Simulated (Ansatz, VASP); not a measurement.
## One calculation of TaGe4Pt, two programs

The input INCAR:

```
ALGO     = Normal         # electronic algorithm
EDIFF    = 1E-6           # SCF threshold, eV
EDIFFG   = -0.08          # ionic threshold
ENCUT    = 600            # plane-wave cutoff, eV
GGA      = PE             # functional
IBRION   = 2              # ionic algorithm
ISIF     = 3              # what is computed and relaxed
ISMEAR   = 0              # smearing method
LASPH    = T              # aspherical terms in the spheres
LCHARG   = F              # write CHGCAR
LREAL    = F              # projectors in reciprocal space
LWAVE    = F              # write WAVECAR
NELM     = 60             # most SCF steps
NSW      = 36             # ionic steps
PREC     = Accurate       # precision mode
SIGMA    = 0.2            # smearing width, eV
```

The input KPOINTS:

```
k-points
0
Gamma
  4 4 2
```

Contents of POSCAR:

```
TaGe4Pt
1.0
    4.2701878100      0.0000000000      0.0000000000
   -2.1350939100      3.6980911200      0.0000000000
    0.0000000000      0.0000000000      7.5487521200
Ta Ge Pt
1 4 1
Direct
    0.0000000000      0.0000000000      0.0000000000
    0.6666666700      0.3333333300      0.0000000000
    0.6666666700      0.3333333300      0.5000000000
    0.0000000000      0.0000000000      0.2616015400
    0.0000000000      0.0000000000      0.7383984600
    0.0000000000      0.0000000000      0.5000000000
```

Input for Ansatz:

```yaml
crystal:
  lattice:
    - [4.27018781, 0.0, 0.0]
    - [-2.13509391, 3.69809112, 0.0]
    - [0.0, 0.0, 7.54875212]
  atoms:
    - { symbol: Ta, position: [0.0, 0.0, 0.0] }
    - { symbol: Ge, position: [0.66666667, 0.33333333, 0.0] }
    - { symbol: Ge, position: [0.66666667, 0.33333333, 0.5] }
    - { symbol: Ge, position: [0.0, 0.0, 0.26160154] }
    - { symbol: Ge, position: [0.0, 0.0, 0.73839846] }
    - { symbol: Pt, position: [0.0, 0.0, 0.5] }
basis:
  ecutwfc: 420
kpoints:
  mp_grid: { grid: [4, 4, 2] }
hamiltonian:
  xc: pbe
scf:
  occupations: { method: gaussian, width: 0.2 }
  lower_state_search: "off"
output:
  forces: true
  stress: true
  eigenvalues: true
relax:
  adjacent_minimum: "off"
  f_tol: 0.08
  max_steps: 16
  cell: { stress_tol: 0.8 }
```

Alike in both runs: task relaxation of cell and atoms; functional PBE; k mesh 4 × 4 × 2; occupations gaussian, width 0.2 eV; no spin polarisation.

|  | VASP | Ansatz |
| --- | --- | --- |
| version | VASP 6.6.1 | Ansatz 0.2.0 |
| potentials or method | VASP PAW PBE potentials, release 64 (Ta_pv, Ge_d, Pt), cutoff 600 eV | scalar-relativistic, plane waves, PAW |
| valence electrons in the cell | 77 | 87 |

Ansatz gave:

| Property | Result |
| --- | --- |
| gap on the k mesh at the Fermi level, each at its own relaxed structure (eV) | none |
| relaxed volume (Å³/atom) | 26.69 |
| relaxed cell length with the largest relative difference (Å) | 9.753 |

Problem. Which values does VASP return?

Solution. gap on the k mesh at the Fermi level, each at its own relaxed structure (eV): none; relaxed volume (Å³/atom): 26.66; relaxed cell length with the largest relative difference (Å): 9.741.

A gap of «none» marks a metal or a gap that the smearing closes. VASP's potentials hold 77 valence electrons a cell and Ansatz's 87, so a difference there can come from the potentials and not from the codes.

The k mesh is coarse, so the values compare programs but aren't converged. Spin-orbit coupling is off throughout. Noted on VASP's run: the volume moved by over 15 % at a fixed basis, so the end points are rough.
